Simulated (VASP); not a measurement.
Wanted: the native input for a VASP 6.6.1 run.

* Task: single point
* Functional: PBE
* Potentials or basis: VASP PAW PBE potentials, release 64 (Ca_sv)
* Cutoff: 520 eV
* k mesh: 9 × 9 × 9
* Occupations: fermi-dirac, width 0.1 eV
* Spin: no spin polarisation
* Dipole correction: no
* Further INCAR settings: ALGO = Normal; EDIFF = 1e-06; NBANDS = 17

The structure of Ca lies in POSCAR:

```
Ca
1.0
    1.5507121751     -0.8953040917      5.0639042858
    0.0000000000      1.7906081834      5.0639042858
   -1.5507121751     -0.8953040917      5.0639042858
Ca
2
Direct
    0.2500000000      0.2500000000      0.2500000000
   -0.2500000000     -0.2500000000     -0.2500000000
```

This cell differs from its parent crystal: volume scaled by 0.5.

The input as run:

INCAR

```
ALGO = Normal ; EDIFF = 1E-6
ENCUT = 520 ; GGA = PE
ISIF = 2 ; ISMEAR = -1
LASPH = T ; LCHARG = F
LREAL = F ; LWAVE = F
NBANDS = 17 ; NELM = 80
PREC = Accurate ; SIGMA = 0.1
```

KPOINTS

```
k-points
0
Gamma
  9 9 9
```

Potentials or basis: VASP PAW PBE potentials, release 64 (Ca_sv).

Command:

```console
$ cat potpaw_PBE.64/Ca_sv/POTCAR > POTCAR
$ mpirun -np 1 vasp_std > vasp.out
```

It gave:

* Pressure: 33.7 GPa
* Band gap on the k mesh: zero (band 10 reaches 5.59 eV, above the bottom of band 11 at 5.30 eV)

Run time: 89 s on 1 thread of Intel(R) Xeon(R) Platinum 8259CL CPU @ 2.50GHz (Skylake/Cascade Lake), on a shared host, peak memory 0.26 GiB.
